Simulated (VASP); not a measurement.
# CdHg2Te3 in VASP: a series of runs

CdHg2Te3 is run at these levels: PBE; tasks: single point.

Everything below comes from runs of VASP 6.6.1. Logs are shortened: lines on timing, memory, paths and dates and some standing lists are left out, and cuts for length are marked.

### 1 The cell of the first run

Symmetry: C2, No. 5, monoclinic system. The conventional cell has a = 7.911 Å, b = 4.913 Å, c = 10.533 Å, α = 90.00°, β = 94.53°, γ = 90.00°. Within 3.8 Å of Cd (site symmetry 2) lie 4 Te at 2.85 to 2.96 Å. Hg (site symmetry 1) has 6 Te at 2.72 to 3.79 Å within 3.8 Å. Within 3.8 Å of Hg (site symmetry 1) lie 6 Te at 2.72 to 3.79 Å. Te (site symmetry 1) has 3 Hg at 2.72 to 3.79 Å and 2 Cd at 2.85 to 2.96 Å within 3.8 Å. Within 3.6 Å of Te (site symmetry 2) lie 4 Hg at 2.72 to 3.43 Å. Within 3.8 Å of Te (site symmetry 1) lie 3 Hg at 2.72 to 3.79 Å and 2 Cd at 2.85 to 2.96 Å.

### 2 Single point, PBE

Input file INCAR:

```
SYSTEM = CdHg2Te3
PREC = Accurate
ENCUT = 520
EDIFF = 1E-6
ISMEAR = 0
SIGMA = 0.1
LREAL = .False.
LASPH = .True.
NELM = 100
ALGO = Normal
ISIF = 2
LWAVE = .False.
LCHARG = .True.
GGA = PE
LELF = .True.
LVHAR = .True.
NBANDS = 66
```

Input file KPOINTS:

```
Automatic mesh
0
Gamma
  4 2 2
  0 0 0
```

Input file POSCAR:

```
CdHg2Te3
1.0
   -3.9556662000     -2.4563740000      0.0000000000
   -3.9556662000      7.3691220000      0.0000000000
    0.8317946000      0.0000000000    -10.5004842000
Cd Hg Te
2 4 6
Direct
    0.1899715000      0.8100285000      0.5000000000
    0.6899715000      0.3100285000      0.5000000000
    0.6546490000      0.6561210000      0.1671770000
    0.1546490000      0.1561210000      0.1671770000
    0.1884940000      0.5007360000      0.8328230000
    0.6884940000      0.0007360000      0.8328230000
    0.7219865000      0.7566625000      0.6575970000
    0.2219865000      0.2566625000      0.6575970000
    0.2408860000      0.7591140000      0.0000000000
    0.7408860000      0.2591140000      0.0000000000
    0.0040130000      0.5173380000      0.3424030000
    0.5040130000      0.0173380000      0.3424030000
```

Potentials or basis: VASP PAW PBE potentials, release 64 (Cd, Hg, Te).

Run with:

```bash
cat potpaw_PBE.64/Cd/POTCAR potpaw_PBE.64/Hg/POTCAR potpaw_PBE.64/Te/POTCAR > POTCAR
mpirun -np 1 vasp_std > vasp.out
```

OUTCAR:

```text
SYSTEM = CdHg2Te3
   PREC = Accurate
   ENCUT = 520
   EDIFF = 1E-6
   ISMEAR = 0
   LREAL = .False.
   LASPH = .True.
   NELM = 100
   ISIF = 2
   GGA = PE

 ion  position               nearest neighbor table
   1  0.190  0.810  0.500-   7 2.85  12 2.85  11 2.96   7 2.96
   2  0.690  0.310  0.500-   8 2.85  11 2.85  12 2.96   8 2.96
   3  0.655  0.656  0.167-  11 2.72   9 2.72   9 3.43  12 3.61  10 3.76
   4  0.155  0.156  0.167-  12 2.72  10 2.72  10 3.43  11 3.61   9 3.76
   5  0.188  0.501  0.833-   8 2.72   9 2.72  10 3.43   7 3.61  10 3.76
   6  0.688  0.001  0.833-   7 2.72  10 2.72   9 3.43   8 3.61   9 3.76
   7  0.722  0.757  0.658-   6 2.72   1 2.85   1 2.96   5 3.61
   8  0.222  0.257  0.658-   5 2.72   2 2.85   2 2.96   6 3.61
   9  0.241  0.759  0.000-   5 2.72   3 2.72   3 3.43   6 3.43   4 3.76   6 3.76
  10  0.741  0.259  0.000-   6 2.72   4 2.72   4 3.43   5 3.43   3 3.76   5 3.76
  11  0.004  0.517  0.342-   3 2.72   2 2.85   1 2.96   4 3.61
  12  0.504  0.017  0.342-   4 2.72   1 2.85   2 2.96   3 3.61

  LATTYP: Found a triclinic cell.
 ALAT       =     9.3125868186
 B/A-ratio  =     1.4703193226
 C/A-ratio  =     0.5000000000
 COS(alpha) =     0.0131168004
 COS(beta)  =     0.4434062805
 COS(gamma) =     0.5809462280

  Lattice vectors:

 A1 = (   7.9113324000,  -4.9127480000,   0.0000000000)
 A2 = (   4.7874608000,  -7.3691220000, -10.5004842000)
 A3 = (   3.9556662000,   2.4563740000,   0.0000000000)

Analysis of symmetry for initial positions (statically):
=====================================================================
 Subroutine PRICEL returns following result:

  LATTYP: Found a base centered monoclinic cell.
 ALAT       =     7.9113324000
 B/A-ratio  =     0.6209760571
 C/A-ratio  =     1.3314290692
 COS(beta)  =    -0.0789675074

  Lattice vectors:

 A1 = (  -3.9556662000,  -2.4563740000,   0.0000000000)
 A2 = (  -3.9556662000,   2.4563740000,   0.0000000000)
 A3 = (   0.8317946000,   0.0000000000, -10.5004842000)

   2 primitive cells build up your supercell.

 Routine SETGRP: Setting up the symmetry group for a
 triclinic supercell.

 Subroutine GETGRP returns: Found  1 space group operations
 (whereof  1 operations were pure point group operations)
 out of a pool of  2 trial point group operations.

The static configuration has the point symmetry C_1 .

Analysis of symmetry for dynamics (positions and initial velocities):
[... 130 lines left out ...]
   NELECT =     108.0000    total number of electrons
   NUPDOWN=      -1.0000    fix difference up-down
   EMIN   =  10.00;   EMAX   =-10.00  energy-range for DOS
   EFERMI =   0.00;   METHOD = LEGACY
   ISMEAR =     0;   SIGMA  =   0.10  broadening in eV -4-tet -1-fermi 0-gaus
   EFERMI_NEDOS =   21; number of points for ismear=-14 and -15
   IALGO  =     38    algorithm
   IMIX   =      4    mixing-type and parameters
     AMIX     =   0.40;   BMIX     =  1.00
     AMIX_MAG =   1.60;   BMIX_MAG =  1.00
  volume/ion in A,a.u.               =      34.01       229.51
  Fermi-wavevector in a.u.,A,eV,Ry     =   1.051046  1.986188 15.030316  1.104697
  Thomas-Fermi vector in A             =   2.186073
   LORBIT       =      0    0 simple, 1 ext, 2 COOP (PROOUT), +10 PAW based schemes
   GGA     = PE    functional components
   LHFCALC =     F    Hartree Fock is set to
   AEXX    =    0.0000 exact exchange contribution
   IVDW    =     0    specifies the selected vdW correction
   LEPSILON=     F    determine dielectric tensor
   LRPA    =     F    only Hartree local field effects (RPA)
 non-spin polarized calculation
 Gauss-broadening in eV      SIGMA  =   0.10
  energy-cutoff  :      520.00
  volume of cell :      408.12
 maximum number of plane-waves:     11015
 NGX is ok and might be reduce to    36
   NGX = 17   NGY = 31   NGZ = 39

 number of electron     108.0000002 magnetization

 Free energy of the ion-electron system (eV)
  ---------------------------------------------------
  ext. energy  EPLUGINS =         0.00000000
  ---------------------------------------------------
  free energy    TOTEN  =       -23.29119350 eV

  energy without entropy =      -23.29119350  energy(sigma->0) =      -23.29119350

 E-fermi :   3.0776     XC(G=0):  -8.8476

 val. band max:        2.6998529471   @ k =   0.0000   0.0000   0.5000
 cond. band min:       3.4554754300   @ k =   0.0000   0.0000   0.0000
 fundamental gap:      0.7556224829
 Fermi energy:         3.0776252262

 k-point     1 :       0.0000    0.0000    0.0000
  band No.  band energies     occupation
      1      -8.8007      2.00000
      2      -8.2790      2.00000
      3      -8.0555      2.00000
      4      -8.0374      2.00000
      5      -8.0361      2.00000
      6      -7.9415      2.00000
[... 817 lines left out ...]
     65       6.8019      0.00000
     66       6.9880      0.00000

------------------------ aborting loop because EDIFF is reached ----------------------------------------

  FORCE on cell =-STRESS in cart. coord.  units (eV):
  Direction    XX          YY          ZZ          XY          YZ          ZX
  --------------------------------------------------------------------------------------
  -------------------------------------------------------------------------------------
  Total        0.4903017      0.4415923      0.3836298      0.1991209     -0.0156892      0.0379626
  in kB        1.9248218      1.7335990      1.5060502      0.7817070     -0.0615924      0.1490333
  external PRESSURE =       1.7214903 kB  Pullay stress =       0.0000000 kB

 VOLUME and BASIS-vectors are now :
 -----------------------------------------------------------------------------
  energy-cutoff  :      520.00
  volume of cell :      408.12
      direct lattice vectors                 reciprocal lattice vectors
    -3.955666200 -2.456374000  0.000000000    -0.189601438 -0.101776032 -0.015019255
    -3.955666200  7.369122000  0.000000000    -0.063200479  0.101776032 -0.005006418
     0.831794600  0.000000000-10.500484200     0.000000000  0.000000000 -0.095233704

 POSITION                                       TOTAL-FORCE (eV/Angst)
 -----------------------------------------------------------------------------------
     -3.53977      5.50256     -5.25024        -0.000854     -0.004784      0.006148
     -3.53977      0.58981     -5.25024        -0.000854     -0.004784      0.006148
     -5.04591      3.22697     -1.75544         0.002646      0.001341     -0.003392
     -1.09025      0.77060     -1.75544         0.002646      0.001341     -0.003392
     -2.03363      3.22697     -8.74504         0.000257     -0.000773     -0.000022
     -2.03363     -1.68578     -8.74504         0.000257     -0.000773     -0.000022
     -5.30206      3.80247     -6.90509         0.016449     -0.013072     -0.003264
     -1.34639      1.34610     -6.90509         0.016449     -0.013072     -0.003264
     -3.95567      5.00230      0.00000         0.002142      0.032182      0.017352
     -3.95567      0.08955      0.00000         0.002142      0.032182      0.017352
     -1.77748      3.80247     -3.59540        -0.020640     -0.014894     -0.016821
     -1.77748     -1.11028     -3.59540        -0.020640     -0.014894     -0.016821
 -----------------------------------------------------------------------------------
    total drift:                                0.000013      0.000570     -0.000118

  FREE ENERGIE OF THE ION-ELECTRON SYSTEM (eV)
  ---------------------------------------------------
  free  energy   TOTEN  =       -23.2911935021 eV

  energy  without entropy=      -23.2911934977  energy(sigma->0) =      -23.29119350
```

stdout:

```text
POSCAR found type information on POSCAR CdHgTe
 POSCAR found :  3 types and      12 ions
 scaLAPACK will be used
 LDA part: xc-table for (Slater+PW92), standard interpolation
 POSCAR, INCAR and KPOINTS ok, starting setup
 FFT: planning ... GRIDC
 FFT: planning ... GRID_SOFT
 FFT: planning ... GRID
 WAVECAR not read
 entering main loop
```

It took 6.6 min on 1 thread of Intel Xeon Platinum 8259CL at 2.50GHz (Skylake/Cascade Lake), shared host; peak memory 0.6 GiB.

Results:

* Free energy: -23.2912 eV
* Pressure: 0.2 GPa
* Largest force: 0.037 eV/Å
* Band gap on the k mesh: 0.76 eV

Forces on the atoms (eV/Å):
```
Cd  -0.001 -0.005  0.006
Cd  -0.001 -0.005  0.006
Hg   0.003  0.001 -0.003
Hg   0.003  0.001 -0.003
Hg   0.000 -0.001  0.000
Hg   0.000 -0.001  0.000
Te   0.016 -0.013 -0.003
Te   0.016 -0.013 -0.003
Te   0.002  0.032  0.017
Te   0.002  0.032  0.017
Te  -0.021 -0.015 -0.017
Te  -0.021 -0.015 -0.017
```

Caveat: spin-orbit coupling is left out, which moves the levels of the heavy elements.

### 3 Single point, PBE

This run uses another cell than the first one, of 34.25 Å³/atom.

Input file INCAR:

```
PREC = Accurate
ENCUT = 520
EDIFF = 1E-6
ISMEAR = 0
SIGMA = 0.1
LREAL = F
LASPH = T
NELM = 100
ALGO = Normal
ISIF = 2
LWAVE = F
LCHARG = T
GGA = PE
LELF = T
LVHAR = T
NBANDS = 66
```

Input file KPOINTS:

```
regular mesh
0
Gamma
  4 2 2
```

Input file POSCAR:

```
CdHg2Te3
1.0
   -3.9773386803     -2.4972333711      0.0205871660
   -3.9106687190      7.3837994981     -0.0403353885
    0.8476662797      0.0710384197    -10.5025417260
Cd Hg Te
2 4 6
Direct
    0.1909341311      0.8099632111      0.5016879770
    0.6916402985      0.3097172825      0.5015626476
    0.6455532616      0.6559525478      0.1689143669
    0.1467962525      0.1560688585      0.1687216150
    0.1912531836      0.4980491034      0.8327389047
    0.6909999017     -0.0018802721      0.8332083062
    0.7238541524      0.7568871560      0.6575525367
    0.2243840647      0.2566883488      0.6572845640
    0.2457743591      0.7589195369     -0.0040571545
    0.7466749261      0.2593587184     -0.0039634232
    0.0009259309      0.5202719643      0.3431977232
    0.5012095378      0.0200035445      0.3431519364
```

Potentials or basis: VASP PAW PBE potentials, release 64 (Cd, Hg, Te).

Run with:

```bash
cat potpaw_PBE.64/Cd/POTCAR potpaw_PBE.64/Hg/POTCAR potpaw_PBE.64/Te/POTCAR > POTCAR
mpirun -np 1 vasp_std > vasp.out
```

OUTCAR:

```text
PREC = Accurate
   ENCUT = 520
   EDIFF = 1E-6
   ISMEAR = 0
   LREAL = F
   LASPH = T
   NELM = 100
   ISIF = 2
   GGA = PE

 ion  position               nearest neighbor table
   1  0.191  0.810  0.502-  12 2.85   7 2.85  11 2.95   7 2.96
   2  0.692  0.310  0.502-  11 2.85   8 2.85  12 2.95   8 2.95
   3  0.646  0.656  0.169-  11 2.71   9 2.72   9 3.54  12 3.64  11 3.78
   4  0.147  0.156  0.169-  12 2.71  10 2.72  10 3.54  11 3.65
   5  0.191  0.498  0.833-   8 2.72   9 2.72  10 3.38   7 3.63  10 3.74
   6  0.691  0.998  0.833-   7 2.72  10 2.72   9 3.38   8 3.63   9 3.74
   7  0.724  0.757  0.658-   6 2.72   1 2.85   1 2.96   5 3.63
   8  0.224  0.257  0.657-   5 2.72   2 2.85   2 2.95   6 3.63
   9  0.246  0.759  0.996-   3 2.72   5 2.72   6 3.38   3 3.54   6 3.74
  10  0.747  0.259  0.996-   4 2.72   6 2.72   5 3.38   4 3.54   5 3.74
  11  0.001  0.520  0.343-   3 2.71   2 2.85   1 2.95   4 3.65   3 3.78
  12  0.501  0.020  0.343-   4 2.71   1 2.85   2 2.95   3 3.64

  LATTYP: Found a triclinic cell.
 ALAT       =     4.6963625626
 B/A-ratio  =     2.5249397448
 C/A-ratio  =     1.7791565304
 COS(alpha) =     0.0052387929
 COS(beta)  =     0.0735420784
 COS(gamma) =     0.4636572193

  Lattice vectors:

 A1 = (   3.9773386803,   2.4972333711,  -0.0205871660)
 A2 = (   4.8250049600,   2.5682717908, -10.5231288920)
 A3 = (  -3.9106687190,   7.3837994981,  -0.0403353885)

Analysis of symmetry for initial positions (statically):
=====================================================================
 Subroutine PRICEL returns:
 Original cell was already a primitive cell.

 Routine SETGRP: Setting up the symmetry group for a
 triclinic supercell.

 Subroutine GETGRP returns: Found  1 space group operations
[... 149 lines left out ...]
   GGA     = PE    functional components
   LHFCALC =     F    Hartree Fock is set to
   AEXX    =    0.0000 exact exchange contribution
   IVDW    =     0    specifies the selected vdW correction
   LEPSILON=     F    determine dielectric tensor
   LRPA    =     F    only Hartree local field effects (RPA)
 non-spin polarized calculation
 Gauss-broadening in eV      SIGMA  =   0.10
  energy-cutoff  :      520.00
  volume of cell :      410.94
 maximum number of plane-waves:     11101
 NGX is ok and might be reduce to    36
   NGX = 17   NGY = 31   NGZ = 39

 number of electron     107.9999995 magnetization

 Free energy of the ion-electron system (eV)
  ---------------------------------------------------
  ext. energy  EPLUGINS =         0.00000000
  ---------------------------------------------------
  free energy    TOTEN  =       -23.29403566 eV

  energy without entropy =      -23.29403566  energy(sigma->0) =      -23.29403566

 E-fermi :   3.0241     XC(G=0):  -8.8118

 val. band max:        2.6357660723   @ k =   0.0000   0.0000   0.5000
 cond. band min:       3.4125711026   @ k =   0.0000   0.0000   0.0000
 fundamental gap:      0.7768050303
 Fermi energy:         3.0240919377

 k-point     1 :       0.0000    0.0000    0.0000
  band No.  band energies     occupation
      1      -8.8411      2.00000
      2      -8.3302      2.00000
      3      -8.1130      2.00000
      4      -8.0765      2.00000
      5      -8.0691      2.00000
      6      -7.9865      2.00000
[... 817 lines left out ...]
     65       6.7861      0.00000
     66       7.0090      0.00000

------------------------ aborting loop because EDIFF is reached ----------------------------------------

  FORCE on cell =-STRESS in cart. coord.  units (eV):
  Direction    XX          YY          ZZ          XY          YZ          ZX
  --------------------------------------------------------------------------------------
  -------------------------------------------------------------------------------------
  Total        0.2645758      0.3701992      0.3611871     -0.0412405      0.0005903      0.0884186
  in kB        1.0315236      1.4433260      1.4081901     -0.1607879      0.0023013      0.3447251
  external PRESSURE =       1.2943466 kB  Pullay stress =       0.0000000 kB

 VOLUME and BASIS-vectors are now :
 -----------------------------------------------------------------------------
  energy-cutoff  :      520.00
  volume of cell :      410.94
      direct lattice vectors                 reciprocal lattice vectors
    -3.977338680 -2.497233371  0.020587166    -0.188702085 -0.100028847 -0.015906843
    -3.910668719  7.383799498 -0.040335388    -0.063818672  0.101607076 -0.004463580
     0.847666280  0.071038420-10.502541726    -0.000124797 -0.000586303 -0.095229085

 POSITION                                       TOTAL-FORCE (eV/Angst)
 -----------------------------------------------------------------------------------
     -3.50164      5.53944     -5.29774        -0.005548      0.011191     -0.003580
     -3.53693      0.59533     -5.26594        -0.003593      0.012141     -0.002097
     -4.98961      3.24332     -1.78720         0.001114      0.000258      0.005138
     -1.05117      0.79778     -1.77528         0.002203      0.001684      0.005577
     -2.00250      3.25905     -8.76203         0.005326     -0.004096     -0.006866
     -5.94537      5.70352     -8.77684         0.007283     -0.005266     -0.004608
     -5.28156      3.82778     -6.92160         0.006867     -0.023605      0.012679
     -1.33912      1.38169     -6.90889         0.007309     -0.024865      0.009930
     -3.10118      5.06070    -10.48548        -0.003619      0.045156     -0.006591
     -3.13974      0.12119    -10.45601         0.000578      0.041343     -0.007507
     -1.74738      3.86365     -3.62541        -0.009415     -0.026809     -0.000489
     -1.78083     -1.07956     -3.59446        -0.008503     -0.027131     -0.001585
 -----------------------------------------------------------------------------------
    total drift:                                0.000038      0.000230      0.000940

  FREE ENERGIE OF THE ION-ELECTRON SYSTEM (eV)
  ---------------------------------------------------
  free  energy   TOTEN  =       -23.2940356588 eV

  energy  without entropy=      -23.2940356568  energy(sigma->0) =      -23.29403566
```

OSZICAR:

```text
N       E                     dE             d eps       ncg     rms          rms(c)
DAV:   1     0.717897412853E+03    0.71790E+03   -0.47130E+04  1584   0.142E+03
DAV:   2     0.236512771378E+02   -0.69425E+03   -0.66618E+03  1718   0.326E+02
DAV:   3    -0.239443128066E+02   -0.47596E+02   -0.46975E+02  1774   0.817E+01
DAV:   4    -0.248728485316E+02   -0.92854E+00   -0.92568E+00  1840   0.985E+00
DAV:   5    -0.248853051803E+02   -0.12457E-01   -0.12453E-01  1896   0.126E+00    0.145E+01
DAV:   6    -0.233536594396E+02    0.15316E+01   -0.37573E+00  1706   0.115E+01    0.120E+01
DAV:   7    -0.233026080939E+02    0.51051E-01   -0.13478E+00  1760   0.339E+00    0.468E+00
DAV:   8    -0.232939660262E+02    0.86421E-02   -0.11075E-01  1656   0.191E+00    0.148E+00
DAV:   9    -0.232944948152E+02   -0.52879E-03   -0.14582E-02  1758   0.684E-01    0.468E-01
DAV:  10    -0.232939562075E+02    0.53861E-03   -0.19344E-03  1670   0.262E-01    0.245E-01
DAV:  11    -0.232941027473E+02   -0.14654E-03   -0.20395E-03  1670   0.192E-01    0.138E-01
DAV:  12    -0.232940370136E+02    0.65734E-04   -0.34456E-04  1626   0.881E-02    0.968E-02
DAV:  13    -0.232940380474E+02   -0.10337E-05   -0.21327E-05  1764   0.138E-02    0.703E-02
DAV:  14    -0.232940407524E+02   -0.27050E-05   -0.59879E-06  1402   0.109E-02    0.495E-02
DAV:  15    -0.232940363632E+02    0.43892E-05   -0.44675E-06  1458   0.123E-02    0.165E-02
DAV:  16    -0.232940356588E+02    0.70436E-06   -0.16994E-06  1002   0.368E-03
   1 F= -.23294036E+02 E0= -.23294036E+02  d E =-.198429E-08
```

stdout:

```text
POSCAR found type information on POSCAR CdHgTe
 POSCAR found :  3 types and      12 ions
 scaLAPACK will be used
 LDA part: xc-table for (Slater+PW92), standard interpolation
 POSCAR, INCAR and KPOINTS ok, starting setup
 FFT: planning ... GRIDC
 FFT: planning ... GRID_SOFT
 FFT: planning ... GRID
 WAVECAR not read
 entering main loop
```

It took 6 min on 1 thread of Intel Xeon Platinum 8259CL at 2.50GHz (Skylake/Cascade Lake), shared host; peak memory 0.58 GiB.

What came out:

| Quantity | Value |
| --- | --- |
| Free energy | -23.2940 eV |
| Pressure | 0.1 GPa |
| Largest force | 0.046 eV/Å |
| Band gap on the k mesh | 0.78 eV |

Forces in eV/Å, atoms in the order of the input:
```
Cd  -0.006  0.011 -0.004
Cd  -0.004  0.012 -0.002
Hg   0.001  0.000  0.005
Hg   0.002  0.002  0.006
Hg   0.005 -0.004 -0.007
Hg   0.007 -0.005 -0.005
Te   0.007 -0.024  0.013
Te   0.007 -0.025  0.010
Te  -0.004  0.045 -0.007
Te   0.001  0.041 -0.008
Te  -0.009 -0.027  0.000
Te  -0.009 -0.027 -0.002
```

Levels at points of the mesh, in eV from the valence-band top:
| k point | band 52 | band 53 | band 54 | band 55 | band 56 | band 57 |
| --- | --- | --- | --- | --- | --- | --- |
| (0.00, 0.00, 0.00) | -0.50 | -0.24 | -0.07 | 0.78 | 0.96 | 1.80 |
| (0.50, 0.00, 0.00) | -1.22 | -0.73 | -0.73 | 1.46 | 1.46 | 1.80 |
| (0.00, 0.50, 0.00) | -0.67 | -0.28 | -0.28 | 1.57 | 1.57 | 2.10 |
| (0.50, 0.50, 0.00) | -1.12 | -0.78 | -0.56 | 0.93 | 1.27 | 1.77 |
| (0.00, 0.00, 0.50) | -0.52 | -0.36 | 0.00 | 1.21 | 1.63 | 1.70 |
| (0.50, 0.00, 0.50) | -1.33 | -0.62 | -0.62 | 1.71 | 1.71 | 1.93 |
| (0.00, 0.50, 0.50) | -0.67 | -0.46 | -0.46 | 1.43 | 1.43 | 1.92 |
| (0.50, 0.50, 0.50) | -0.83 | -0.81 | -0.56 | 1.19 | 1.25 | 1.79 |

Caveat: spin-orbit coupling is left out, which moves the levels of the heavy elements.
